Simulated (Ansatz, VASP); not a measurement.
# CaAgI3 in VASP and in Ansatz

```
Ca Ag I
1.0
     5.70854    0.00000    0.00000
     0.00000    5.70854    0.00000
     0.00000    0.00000    5.70854
Ca Ag I
1 1 3
Direct
  0.00000 0.00000 0.00000
  0.50000 0.50000 0.50000
  0.00000 0.50000 0.50000
  0.50000 0.00000 0.50000
  0.50000 0.50000 0.00000
```

Alike in both runs: task single point; functional r2SCAN; dispersion rVV10; k mesh 6 × 6 × 6; occupations fermi-dirac, width 0.03 eV; no spin polarisation.

```csv
,VASP,Ansatz
version,VASP 6.6.1,Ansatz 0.2.0
potentials or method,"VASP PAW PBE potentials, release 64 (Ca_sv, Ag, I)","plane waves, PAW"
plane-wave cutoff (eV),520,500
valence electrons in the cell,42,80
```

```csv
,VASP,Ansatz,Ansatz less VASP
pressure (GPa),0.1,0.0,-0.07
```

VASP's potentials were made for PBE, not for r2SCAN. VASP's potentials hold 42 valence electrons a cell and Ansatz's 80, so a difference there can come from the potentials and not from the codes.

Neither program's run includes spin-orbit coupling.
